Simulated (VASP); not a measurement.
A run of VASP 6.6.1:

The input INCAR:

```
SYSTEM = LiNbO3
PREC     = Accurate       ! precision mode
ENCUT    = 600            ! plane-wave cutoff, eV
EDIFF    = 1E-6           ! SCF threshold, eV
ISMEAR   = -1             ! smearing method
SIGMA    = 0.02           ! smearing width, eV
LREAL    = .FALSE.        ! projectors in reciprocal space
LASPH    = .TRUE.         ! aspherical terms in the spheres
NELM     = 60             ! most SCF steps
ALGO     = Normal         ! electronic algorithm
ISIF     = 3              ! what is computed and relaxed
LWAVE    = .FALSE.        ! write WAVECAR
LCHARG   = .FALSE.        ! write CHGCAR
GGA      = CA             ! functional
IBRION   = 2              ! ionic algorithm
NSW      = 80             ! ionic steps
EDIFFG   = -0.005         ! ionic threshold
```

Contents of KPOINTS:

```
Automatic mesh
0
G
  6 6 6
  0 0 0
```

The input POSCAR:

```
LiNbO3
1.0
    3.9560242286      0.0000000000      0.0000000000
    0.0000000000      3.9560242286      0.0000000000
    0.0000000000      0.0000000000      3.9560242286
Li Nb O
1 1 3
Direct
    0.0000000000      0.0000000000      0.0000000000
    0.5000000000      0.5000000000      0.5000000000
    0.5000000000      0.5000000000      0.0000000000
    0.5000000000      0.0000000000      0.5000000000
    0.0000000000      0.5000000000      0.5000000000
```

Potentials or basis: VASP PAW LDA potentials, release 64 (Li_sv, Nb_sv, O).

Run with:

```console
$ cat potpaw_LDA.64/Li_sv/POTCAR potpaw_LDA.64/Nb_sv/POTCAR potpaw_LDA.64/O/POTCAR > POTCAR
$ mpirun -np 1 vasp_std > vasp.out
```

Hardware: 1 thread of AMD EPYC 9R45 (Zen 5), on a shared host.

Question: How long does it take, and how much memory?

Answer: It took 59 s on 1 thread of AMD EPYC 9R45 (Zen 5) (shared host), peak memory 0.14 GiB. Counts: scf iterations 37, k points 20, ion steps 4.
